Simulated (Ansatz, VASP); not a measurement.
# Two plane-wave programs on KI

```
K I
1.0
     0.02643    3.52455    3.52455
     3.55098    0.00000    3.55098
     3.52455    3.52455    0.02643
K I
1 1
Direct
  0.00000 0.00000 0.00000
  0.50000 0.50000 0.50000
```

Change from the starting cell: strain +0.0150 x Voigt [0, 0, 0, 0, 1, 0], atoms carried along.

Alike in both runs: task single point; functional PBE; k mesh 6 × 6 × 6; occupations gaussian, width 0.05 eV; no spin polarisation.

|  | VASP | Ansatz |
| --- | --- | --- |
| version | VASP 6.6.1 | Ansatz 0.2.0 |
| potentials or method | VASP PAW PBE potentials, release 64 (K_sv, I), cutoff 520 eV | scalar-relativistic, plane waves, PAW |
| valence electrons in the cell | 16 | 26 |

```tsv
	VASP	Ansatz	Ansatz less VASP
gap on the k mesh at the Fermi level (eV)	3.96	3.96	+0.004
least direct gap on the mesh (eV)	3.96	3.96	+0.004
pressure (GPa)	0.7	0.7	-0.03
traceless stress, the component that is largest in VASP (GPa)	-0.05	-0.05	-0.001
```

VASP's potentials hold 16 valence electrons a cell and Ansatz's 26, so a difference there can come from the potentials and not from the codes.

Spin-orbit coupling is off throughout.
